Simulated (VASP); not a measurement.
A run of VASP 6.6.1:

File INCAR:

```
ALGO = Normal ; EDIFF = 1E-6
EDIFFG = -0.005 ; ENCUT = 600
GGA = PE ; IBRION = 2
ISIF = 3 ; ISMEAR = 0
IVDW = 12 ; LASPH = T
LCHARG = F ; LREAL = F
LWAVE = F ; NELM = 80
NSW = 100 ; PREC = Accurate
SIGMA = 0.02
```

The input KPOINTS:

```
k-points
0
Gamma
  12 12 2
```

POSCAR

```
WSe2
1.0
    3.3179375931      0.0000000000      0.0000000000
   -1.6589687966      2.8734182438      0.0000000000
    0.0000000000      0.0000000000     16.6581424200
W Se
1 2
Direct
    0.0000000000      0.0000000000      0.0000000000
    0.3333333300      0.6666666700      0.0997865200
    0.3333333300      0.6666666700      0.9002134800
```

Potentials or basis: VASP PAW PBE potentials, release 64 (W_sv, Se).

The run is started by

```console
$ cat potpaw_PBE.64/W_sv/POTCAR potpaw_PBE.64/Se/POTCAR > POTCAR
$ mpirun -np 1 vasp_std > vasp.out
```

Hardware: 1 thread of Intel Xeon 8259CL, on a shared host.

Task: Estimate the wall time of this run.

Result: Run time: 20 min on 1 thread of Intel Xeon 8259CL, with other jobs on the host, peak memory 0.44 GiB. Counts: scf iterations 67, k points 38, ion steps 5.
